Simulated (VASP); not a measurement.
**Zr2PdN4: relaxation of cell and atoms with PBE**

Crystal: Zr2PdN4.

```
CELL_PARAMETERS angstrom
-2.82180 2.82180 2.30554
2.82180 -2.82180 2.30554
2.82180 2.82180 -2.30554
ATOMIC_POSITIONS crystal
Zr 0.75000 0.25000 0.50000
Zr 0.25000 0.75000 0.50000
Pd 0.00000 0.00000 0.00000
N 0.30300 0.30300 0.60600
N 0.30300 0.69700 0.00000
N 0.69700 0.69700 0.39400
N 0.69700 0.30300 0.00000
```

```
Program                : VASP 6.6.1
Task                   : relaxation of cell and atoms
Functional             : PBE
Potentials or basis    : VASP PAW PBE potentials, release 64 (Zr_sv, Pd, N)
Cutoff                 : 600 eV
k mesh                 : 6 × 6 × 6
Occupations            : gaussian, width 0.1 eV
Spin                   : no spin polarisation
Dipole correction      : no
Further INCAR settings : ALGO = Normal; EDIFF = 1e-06; IBRION = 2; EDIFFG = -0.04; NSW = 90; ISIF = 3
```

* Relaxed volume: 11.71 Å³/atom
* Relaxed cell: a = 4.760 Å, b = 4.760 Å, c = 4.760 Å, α = 113.34°, β = 113.34°, γ = 101.98°
* Space group after relaxing (to 0.1 Å): I4/mmm (No. 139)
* Pressure after relaxing: 0.2 GPa
* Largest force after relaxing: 0.004 eV/Å
* Band gap on the k mesh: zero (bands 27 and 28 overlap by 0.29 eV)

Forces in eV/Å, atoms in the order of the input:
```
Zr   0.000  0.000  0.000
Zr   0.000  0.000  0.000
Pd   0.000  0.000  0.000
N    0.003  0.003  0.000
N   -0.003  0.003  0.000
N   -0.003 -0.003  0.000
N    0.003 -0.003  0.000
```

Stress tensor (GPa, compression positive):
```
0.20 0.00 0.00
0.00 0.20 0.00
0.00 0.00 0.31
```

Final structure:
```
Zr Pd N
1.0
    -2.61519    2.61519    2.99593
     2.61519   -2.61519    2.99593
     2.61519    2.61519   -2.99593
Zr Pd N
2 1 4
Direct
  0.75000 0.25000 0.50000
  0.25000 0.75000 0.50000
  0.00000 0.00000 0.00000
  0.26808 0.26808 0.53617
  0.26808 0.73192 0.00000
  0.73192 0.73192 0.46383
  0.73192 0.26808 0.00000
```

Levels at points of the mesh, in eV from the Fermi level:
```
           k point  band 25  band 26  band 27  band 28  band 29  band 30
(0.00, 0.00, 0.00)    -0.47    -0.03     0.02     0.23     0.23     0.56
(0.50, 0.00, 0.00)    -1.17    -0.30    -0.17     0.70     2.36     2.87
(0.50, 0.50, 0.00)    -1.37    -1.33    -0.10     0.36     1.14     2.65
(0.50, 0.50, 0.50)    -0.86    -0.86     0.09     0.09     2.46     3.16
```

Run time: 14 min on 1 thread of Oxide Virtual Turin-like Processor, on a shared host, peak memory 0.27 GiB.
